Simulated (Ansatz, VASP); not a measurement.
**MgGeSe3 in VASP and in Ansatz**

INCAR

```
PREC = Accurate ; ENCUT = 520
EDIFF = 1E-7 ; ISMEAR = 0
SIGMA = 0.1 ; LREAL = False
LASPH = True ; NELM = 60
ALGO = Normal ; ISIF = 2
LWAVE = False ; LCHARG = False
GGA = PE ; NBANDS = 45
```

KPOINTS

```
regular mesh
0
Gamma
  4 4 4
```

POSCAR

```
MgGeSe3
1.0
    3.3186212600      1.9160068800      5.4192858300
   -3.3186212600      1.9160068800      5.4192858300
    0.0000000000     -3.8320137600      5.4192858300
Mg Ge Se
2 2 6
Direct
    0.7500000000      0.7500000000      0.7500000000
    0.2500000000      0.2500000000      0.2500000000
    0.5000000000      0.5000000000      0.5000000000
    0.0000000000      0.0000000000      0.0000000000
    0.7950468900      0.2500000000      0.7049531100
    0.7049531100      0.7950468900      0.2500000000
    0.2500000000      0.7049531100      0.7950468900
    0.2049531100      0.7500000000      0.2950468900
    0.2950468900      0.2049531100      0.7500000000
    0.7500000000      0.2950468900      0.2049531100
```

Input for Ansatz:

```yaml
crystal:
  lattice:
    - [3.31862126, 1.91600688, 5.41928583]
    - [-3.31862126, 1.91600688, 5.41928583]
    - [0.0, -3.83201376, 5.41928583]
  atoms:
    - { symbol: Mg, position: [0.75, 0.75, 0.75] }
    - { symbol: Mg, position: [0.25, 0.25, 0.25] }
    - { symbol: Ge, position: [0.5, 0.5, 0.5] }
    - { symbol: Ge, position: [0.0, 0.0, 0.0] }
    - { symbol: Se, position: [0.79504689, 0.25, 0.70495311] }
    - { symbol: Se, position: [0.70495311, 0.79504689, 0.25] }
    - { symbol: Se, position: [0.25, 0.70495311, 0.79504689] }
    - { symbol: Se, position: [0.20495311, 0.75, 0.29504689] }
    - { symbol: Se, position: [0.29504689, 0.20495311, 0.75] }
    - { symbol: Se, position: [0.75, 0.29504689, 0.20495311] }
basis:
  ecutwfc: 420
kpoints:
  mp_grid: { grid: [4, 4, 4] }
hamiltonian:
  xc: pbe
scf:
  occupations: { method: gaussian, width: 0.1 }
  lower_state_search: "off"
output:
  forces: true
  stress: true
  eigenvalues: true
```

Alike in both runs: task single point; functional PBE; k mesh 4 × 4 × 4; occupations gaussian, width 0.1 eV; no spin polarisation.

```csv
,VASP,Ansatz
version,VASP 6.6.1,Ansatz 0.2.0
potentials or method,"VASP PAW PBE potentials, release 64 (Mg, Ge_d, Se), cutoff 520 eV","scalar-relativistic, plane waves, PAW"
valence electrons in the cell,68,144
```

VASP gave:

```
gap on the k mesh at the Fermi level (eV)                     : none
pressure (GPa)                                                : 13.5
traceless stress, the component that is largest in VASP (GPa) : 0.85
rms of the force components (eV/Å)                            : 0.631
```

What did Ansatz give for the same quantities?

gap on the k mesh at the Fermi level (eV): none; pressure (GPa): 13.4; traceless stress, the component that is largest in VASP (GPa): 0.83; rms of the force components (eV/Å): 0.628.

Atom by atom the forces differ by 0.003 eV/Å (rms over components). A gap of «none» marks a metal or a gap that the smearing closes. With one functional, cell and mesh, what is left measures potentials, basis and numerics. VASP's potentials hold 68 valence electrons a cell and Ansatz's 144, so a difference there can come from the potentials and not from the codes.
